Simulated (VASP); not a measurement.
# Mn (P6/mmm) in VASP: single point with RPBE

Aim: the single point of Mn with RPBE.

All numbers are computed with VASP 6.6.1; they aren't measurements. Logs are shortened: lines on timing, memory, paths and dates and some standing lists are left out, and cuts for length are marked.

## (1) The cell of the first run

Symmetry: P6/mmm, No. 191, hexagonal system. The conventional cell has a = 3.770 Å, b = 3.770 Å, c = 2.363 Å, α = 90.00°, β = 90.00°, γ = 120.00°. Mn (site symmetry 6/mmm) has 14 Mn at 2.36 to 2.48 Å within 3.1 Å. Within 2.9 Å of Mn (site symmetry -6m2) lie 11 Mn at 2.18 to 2.48 Å.

This isn't the form of Mn at room conditions, which is a 58-atom cubic cell.

## (2) Single point, RPBE (9.69 Å³/atom)

INCAR

```
SYSTEM = Mn
PREC = Accurate ; ENCUT = 680
EDIFF = 1E-6 ; ISMEAR = -1
SIGMA = 0.1 ; LREAL = .False.
LASPH = .True. ; NELM = 120
ALGO = Normal ; ISIF = 2
LWAVE = .False. ; LCHARG = .False.
GGA = RP ; NBANDS = 30
GGA_COMPAT = .False.
```

KPOINTS

```
regular mesh
0
Gamma
  10 10 14
  0 0 0
```

POSCAR

```
Mn
1.0
    3.7698151966      0.0000000000      0.0000000000
   -1.8849075983      3.2647557279      0.0000000000
    0.0000000000      0.0000000000      2.3630094223
Mn
3
Direct
    1.0000000000      1.0000000000      0.0000000000
    0.3333333333      0.6666666667      0.5000000000
    0.6666666667      0.3333333333      0.5000000000
```

Potentials or basis: VASP PAW PBE potentials, release 64 (Mn_sv).

Run with:

```
$ cat potpaw_PBE.64/Mn_sv/POTCAR > POTCAR
$ mpirun -np 1 vasp_std > vasp.out
```

OUTCAR:

```text
SYSTEM = Mn
   PREC = Accurate
   ENCUT = 680
   EDIFF = 1E-6
   ISMEAR = -1
   LREAL = .False.
   LASPH = .True.
   NELM = 120
   ISIF = 2
   GGA = RP

 ion  position               nearest neighbor table
   1  0.000  0.000  0.000-   2 2.48   3 2.48   2 2.48   3 2.48   3 2.48   3 2.48   2 2.48   2 2.48
                             3 2.48   3 2.48   2 2.48   2 2.48
   2  0.333  0.667  0.500-   3 2.18   3 2.18   3 2.18   1 2.48   1 2.48   1 2.48   1 2.48   1 2.48
                             1 2.48
   3  0.667  0.333  0.500-   2 2.18   2 2.18   2 2.18   1 2.48   1 2.48   1 2.48   1 2.48   1 2.48
                             1 2.48

  LATTYP: Found a hexagonal cell.
 ALAT       =     3.7698151966
 C/A-ratio  =     0.6268236768

  Lattice vectors:

 A1 = (   3.7698151966,   0.0000000000,   0.0000000000)
 A2 = (  -1.8849075983,   3.2647557279,   0.0000000000)
 A3 = (   0.0000000000,   0.0000000000,   2.3630094223)

Analysis of symmetry for initial positions (statically):
=====================================================================
 Subroutine PRICEL returns:
 Original cell was already a primitive cell.

 Routine SETGRP: Setting up the symmetry group for a
 hexagonal supercell.

 Subroutine GETGRP returns: Found 24 space group operations
 (whereof 24 operations were pure point group operations)
 out of a pool of 24 trial point group operations.

The static configuration has the point symmetry D_6h.

Analysis of symmetry for dynamics (positions and initial velocities):
=====================================================================
 Subroutine PRICEL returns:
 Original cell was already a primitive cell.

 Routine SETGRP: Setting up the symmetry group for a
 hexagonal supercell.

 Subroutine GETGRP returns: Found 24 space group operations
 (whereof 24 operations were pure point group operations)
 out of a pool of 24 trial point group operations.

The dynamic configuration has the point symmetry D_6h.

 Subroutine INISYM returns: Found 24 space group operations
 (whereof 24 operations are pure point group operations),
 and found     1 'primitive' translations

----------------------------------------------------------------------------------------

                                     Primitive cell

  volume of cell :      29.0828

  direct lattice vectors                    reciprocal lattice vectors
     3.769815197  0.000000000  0.000000000     0.265264993  0.153150815  0.000000000
    -1.884907598  3.264755728  0.000000000     0.000000000  0.306301630  0.000000000
     0.000000000  0.000000000  2.363009422     0.000000000  0.000000000  0.423189172

  length of vectors
     3.769815197  3.769815197  2.363009422     0.306301630  0.306301630  0.423189172

  position of ions in fractional coordinates (direct lattice)
     0.000000000  0.000000000  0.000000000
     0.333333333  0.666666667  0.500000000
     0.666666667  0.333333333  0.500000000

  ion indices of the primitive-cell ions
   primitive index   ion index
                 1           1
                 2           2
                 3           3

----------------------------------------------------------------------------------------

 KPOINTS: regular mesh

Automatic generation of k-mesh.
 Grid dimensions read from file:
 generate k-points for:   10   10   14

 Generating k-lattice:

  Cartesian coordinates                     Fractional coordinates (reciprocal lattice)
     0.026526499  0.015315081  0.000000000     0.100000000  0.000000000  0.000000000
     0.000000000  0.030630163  0.000000000     0.000000000  0.100000000  0.000000000
     0.000000000  0.000000000  0.030227798     0.000000000  0.000000000  0.071428571

  Length of vectors
     0.030630163  0.030630163  0.030227798

  Shift w.r.t. Gamma in fractional coordinates (k-lattice)
     0.000000000  0.000000000  0.000000000

 Subroutine IBZKPT returns following result:
 ===========================================

 Found    112 irreducible k-points:

 Following reciprocal coordinates:
            Coordinates               Weight
  0.000000  0.000000  0.000000      1.000000
  0.100000 -0.000000  0.000000      6.000000
  0.200000 -0.000000  0.000000      6.000000
  0.300000 -0.000000  0.000000      6.000000
  0.400000 -0.000000  0.000000      6.000000
  0.500000  0.000000  0.000000      3.000000
[... 16 lines left out ...]
  0.300000  0.100000  0.071429     24.000000
  0.400000  0.100000  0.071429     24.000000
 [... further k-points ...]
   k-points           NKPTS =    112   k-points in BZ     NKDIM =    112   number of bands    NBANDS=     30
   number of dos      NEDOS =    301   number of ions     NIONS =      3
   total plane-waves  NPLWV =  20480
   dimension x,y,z NGX =    32 NGY =   32 NGZ =   20
   dimension x,y,z NGXF=    64 NGYF=   64 NGZF=   40
   ions per type =               3
   NGX,Y,Z   is equivalent  to a cutoff of  14.11, 14.11, 14.07 a.u.
   NGXF,Y,Z  is equivalent  to a cutoff of  28.22, 28.22, 28.14 a.u.
 SYSTEM =  Mn
   PREC   = accura    normal or accurate (medium, high low for compatibility)
   ISTART =      0    job   : 0-new  1-cont  2-samecut
   ICHARG =      2    charge: 1-file 2-atom 10-const
   ISPIN  =      1    spin polarized calculation?
   LNONCOLLINEAR =      F non collinear calculations
   LSORBIT =      F    spin-orbit coupling
   LASPH  =      T    aspherical Exc in radial PAW
   ENCUT  =  680.0 eV  49.98 Ry    7.07 a.u.   8.02  8.02  5.02*2*pi/ulx,y,z
   NELM   =    120;   NELMIN=  2; NELMDL= -5     # of ELM steps
   EDIFF  = 0.1E-05   stopping-criterion for ELM
   LREAL  =      F    real-space projection
[... 7 lines left out ...]
   TEBEG  =    0.0;   TEEND  =   0.0 temperature during run
   PSTRESS=    0.0 pullay stress
   NELECT =      45.0000    total number of electrons
   NUPDOWN=      -1.0000    fix difference up-down
   EMIN   =  10.00;   EMAX   =-10.00  energy-range for DOS
   EFERMI =   0.00;   METHOD = LEGACY
   ISMEAR =    -1;   SIGMA  =   0.10  broadening in eV -4-tet -1-fermi 0-gaus
   EFERMI_NEDOS =   21; number of points for ismear=-14 and -15
   IALGO  =     38    algorithm
   IMIX   =      4    mixing-type and parameters
     AMIX     =   0.40;   BMIX     =  1.00
     AMIX_MAG =   1.60;   BMIX_MAG =  1.00
  volume/ion in A,a.u.               =       9.69        65.42
  Fermi-wavevector in a.u.,A,eV,Ry     =   1.893507  3.578210 48.781908  3.585369
  Thomas-Fermi vector in A             =   2.934184
   LORBIT       =      0    0 simple, 1 ext, 2 COOP (PROOUT), +10 PAW based schemes
   GGA     = RP    functional components
   LHFCALC =     F    Hartree Fock is set to
   AEXX    =    0.0000 exact exchange contribution
   IVDW    =     0    specifies the selected vdW correction
   LEPSILON=     F    determine dielectric tensor
   LRPA    =     F    only Hartree local field effects (RPA)
 non-spin polarized calculation
  energy-cutoff  :      680.00
  volume of cell :       29.08
 maximum number of plane-waves:      1192
   NGX = 17   NGY = 17   NGZ = 11

 number of electron      45.0000022 magnetization

 Free energy of the ion-electron system (eV)
  ---------------------------------------------------
  ext. energy  EPLUGINS =         0.00000000
  ---------------------------------------------------
  free energy    TOTEN  =       -24.96871462 eV

  energy without entropy =      -24.87265463  energy(sigma->0) =      -24.92068463

 E-fermi :  15.8989     XC(G=0): -14.6518

 val. band max:       15.8857104606   @ k =   0.2000  -0.0000   0.2143
 cond. band min:      15.9004326553   @ k =   0.0000   0.0000   0.0714
 fundamental gap:      0.0147221947
 Fermi energy:        15.8988817584

 k-point     1 :       0.0000    0.0000    0.0000
  band No.  band energies     occupation
      1     -63.6211      2.00000
      2     -63.2564      2.00000
      3     -63.2377      2.00000
      4     -32.5621      2.00000
      5     -32.5621      2.00000
      6     -32.1309      2.00000
[... 22 lines left out ...]
     29      25.4935      0.00000
     30      25.4976      0.00000

 k-point     2 :       0.1000   -0.0000    0.0000
  band No.  band energies     occupation
      1     -63.6121      2.00000
      2     -63.2637      2.00000
      3     -63.2399      2.00000
      4     -32.5912      2.00000
      5     -32.5683      2.00000
      6     -32.0948      2.00000
[... 22 lines left out ...]
     29      23.5829      0.00000
     30      23.8098      0.00000

 k-point     3 :       0.2000   -0.0000    0.0000
  band No.  band energies     occupation
      1     -63.5861      2.00000
      2     -63.2849      2.00000
      3     -63.2457      2.00000
      4     -32.6537      2.00000
      5     -32.5634      2.00000
      6     -32.0122      2.00000
[... 22 lines left out ...]
     29      21.6552      0.00000
     30      22.1810      0.00000

 k-point     4 :       0.3000   -0.0000    0.0000
  band No.  band energies     occupation
      1     -63.5471      2.00000
      2     -63.3179      2.00000
      3     -63.2528      2.00000
      4     -32.7149      2.00000
      5     -32.5179      2.00000
      6     -31.9183      2.00000
[... 22 lines left out ...]
     29      19.9867      0.00000
     30      20.6478      0.00000

 k-point     5 :       0.4000   -0.0000    0.0000
  band No.  band energies     occupation
      1     -63.5031      2.00000
      2     -63.3571      2.00000
      3     -63.2585      2.00000
      4     -32.7570      2.00000
      5     -32.4304      2.00000
      6     -31.9932      2.00000
[... 22 lines left out ...]
     29      18.6763      0.00000
     30      19.2481      0.00000
[... 526 lines left out ...]
     29      22.4884      0.00000
     30      22.5493      0.00000

 k-point    22 :       0.2000    0.1000    0.0714
  band No.  band energies     occupation
      1     -63.5564      2.00000
      2     -63.3000      2.00000
      3     -63.2477      2.00000
      4     -32.6734      2.00000
      5     -32.5488      2.00000
      6     -31.9524      2.00000
[... 22 lines left out ...]
     29      20.7891      0.00000
     30      21.2003      0.00000

 k-point    23 :       0.3000    0.1000    0.0714
  band No.  band energies     occupation
      1     -63.5145      2.00000
      2     -63.3360      2.00000
      3     -63.2546      2.00000
      4     -32.7173      2.00000
      5     -32.4845      2.00000
      6     -31.9504      2.00000
[... 22 lines left out ...]
     29      19.3167      0.00000
     30      19.9363      0.00000

 k-point    24 :       0.4000    0.1000    0.0714
  band No.  band energies     occupation
      1     -63.4753      2.00000
      2     -63.3716      2.00000
      3     -63.2589      2.00000
      4     -32.7422      2.00000
      5     -32.3947      2.00000
      6     -32.0903      2.00000
[... 22 lines left out ...]
     29      18.3018      0.00000
     30      18.8626      0.00000

 [... further k-points ...]

------------------------ aborting loop because EDIFF is reached ----------------------------------------

  FORCE on cell =-STRESS in cart. coord.  units (eV):
  Direction    XX          YY          ZZ          XY          YZ          ZX
  --------------------------------------------------------------------------------------
  -------------------------------------------------------------------------------------
  Total        7.6754638      7.6754638      7.1846421      0.0000000      0.0000000      0.0000000
  in kB      422.8428635    422.8428635    395.8033938      0.0000000      0.0000000      0.0000000
  external PRESSURE =     413.8297069 kB  Pullay stress =       0.0000000 kB

 VOLUME and BASIS-vectors are now :
 -----------------------------------------------------------------------------
  energy-cutoff  :      680.00
  volume of cell :       29.08
      direct lattice vectors                 reciprocal lattice vectors
     3.769815197  0.000000000  0.000000000     0.265264993  0.153150815  0.000000000
    -1.884907598  3.264755728  0.000000000     0.000000000  0.306301630  0.000000000
     0.000000000  0.000000000  2.363009422     0.000000000  0.000000000  0.423189172

 POSITION                                       TOTAL-FORCE (eV/Angst)
 -----------------------------------------------------------------------------------
      0.00000      0.00000      0.00000         0.000000      0.000000      0.000000
     -0.00000      2.17650      1.18150        -0.000000     -0.000000     -0.000000
      1.88491      1.08825      1.18150         0.000000      0.000000      0.000000
 -----------------------------------------------------------------------------------
    total drift:                               -0.000000      0.000000      0.000000

  FREE ENERGIE OF THE ION-ELECTRON SYSTEM (eV)
  ---------------------------------------------------
  free  energy   TOTEN  =       -24.9687146233 eV

  energy  without entropy=      -24.8726546282  energy(sigma->0) =      -24.92068463
```

It took 47 s on 1 thread of Intel Xeon 6975P-C (Granite Rapids), shared host; peak memory 0.22 GiB.

Results:

| Item | Value |
| --- | --- |
| Free energy | -24.9687 eV |
| Pressure | 41.4 GPa |
| Band gap on the k mesh | zero (an odd number of electrons rules out a gap without spin polarisation) |

Caveat: the cell stands under pressure; the PAW data sets were made with another functional, which shifts forces and pressure a little; the run has no spin polarisation, though such a crystal can be magnetic. Spin polarisation is off, so any magnetic state and its effect on volume and gap are missing.
